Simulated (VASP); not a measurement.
A run of VASP 6.6.1 is set up as follows.

File INCAR:

```
SYSTEM = Mn
PREC = Accurate ; ENCUT = 510
EDIFF = 1E-6 ; ISMEAR = -1
SIGMA = 0.01 ; LREAL = .FALSE.
LASPH = .TRUE. ; NELM = 200
ALGO = Normal ; ISIF = 2
LWAVE = .FALSE. ; LCHARG = .TRUE.
ISPIN = 2 ; MAGMOM = 5
LORBIT = 11 ; LMAXMIX = 4
LELF = .TRUE. ; LVHAR = .TRUE.
NBANDS = 18 ; ISYM = 0
GGA_COMPAT = .FALSE.
```

KPOINTS

```
Automatic mesh
0
G
  1 1 1
  0 0 0
```

Contents of POSCAR:

```
Mn
1.0
   14.0000000000      0.0000000000      0.0000000000
    0.0000000000     14.4000000000      0.0000000000
    0.0000000000      0.0000000000     14.8000000000
Mn
1
Direct
    0.5000000000      0.5000000000      0.5000000000
```

Potentials or basis: VASP PAW LDA potentials, release 64 (Mn_sv).

Command:

```sh
$ cat potpaw_LDA.64/Mn_sv/POTCAR > POTCAR
$ mpirun -np 1 vasp_gam > vasp.out
```

Task: Predict the band gap on the k mesh.

Result: 0.42 eV.

Task: What does it give for the site moments?

Result: Mn +4.47 μB.

Task: Predict the net moment.

Result: 5.00 μB per cell.

Task: What does it give for the pressure?

Result: 0.0 GPa.
